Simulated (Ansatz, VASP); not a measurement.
## Two plane-wave programs on MnO2

```xyz
3
Lattice="2.8566 0.0000 0.0000 -1.4283 2.4739 0.0000 0.0000 0.0000 4.6014" Properties=species:S:1:pos:R:3 pbc="T T T"
Mn    0.0000    0.0000    2.3007
O     1.4283    0.8246    1.3515
O     0.0000    1.6492    3.2499
```

Alike in both runs: task single point; functional LDA; k mesh 11 × 11 × 6; occupations fermi-dirac, width 0.03 eV; no spin polarisation.

```csv
,VASP,Ansatz
version,VASP 6.6.1,Ansatz 0.2.0
potentials or method,"VASP PAW LDA potentials, release 64 (Mn_pv, O)","PAW with Ansatz's default frozen-core files, scalar-relativistic"
plane-wave cutoff (eV),520,420
valence electrons in the cell,25,27
```

```tsv
	VASP	Ansatz	Ansatz less VASP
pressure (GPa)	-17.3	-18.6	-1.30
traceless stress, the component that is largest in VASP (GPa)	7.65	8.35	+0.695
rms of the force components (eV/Å)	0.397	0.437	+0.0405
```

LDA's correlation is that of Perdew and Zunger in VASP and of Perdew and Wang (1992) in Ansatz. Atom by atom the forces differ by 0.040 eV/Å (rms over components). VASP's potentials hold 25 valence electrons a cell and Ansatz's 27, so a difference there can come from the potentials and not from the codes.
